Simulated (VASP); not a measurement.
Input of a VASP 6.6.1 run:

Contents of INCAR:

```
SYSTEM = C
PREC = Accurate
ENCUT = 520
EDIFF = 1E-6
ISMEAR = 0
SIGMA = 0.02
LREAL = .FALSE.
LASPH = .TRUE.
NELM = 80
ALGO = Normal
ISIF = 2
LWAVE = .FALSE.
LCHARG = .FALSE.
GGA = PE
NBANDS = 11
```

File KPOINTS:

```
Automatic mesh
0
G
  12 12 12
  0 0 0
```

File POSCAR:

```
C
1.0
    0.0191002140      1.8357784580      1.8390242460
    1.8670236260     -0.0094876880      1.8676121480
    1.8504558400      1.8477985740      0.0070800980
C
2
Direct
    0.4995626332      0.5612369631      0.4967646069
    0.7504373668      0.6887630369      0.7532353931
```

Potentials or basis: VASP PAW PBE potentials, release 64 (C).

Command:

```sh
$ cat potpaw_PBE.64/C/POTCAR > POTCAR
$ mpirun -np 1 vasp_std > vasp.out
```

Problem. Predict the pressure.

Solution. -11.6 GPa.

Problem. Predict the band gap on the k mesh.

Solution. Zero (bands 4 and 5 overlap by 0.77 eV).

Stress tensor (GPa, compression positive):
```
-10.96 -12.68  21.71
-12.68 -12.35  -7.98
 21.71  -7.98 -11.42
```

Caveat: the cell differs from its parent crystal (atoms moved at random and the cell strained at random); the cell stands under tension; forces of over 1 eV/Å act on the atoms, so gaps and moduli don't describe the material at rest.
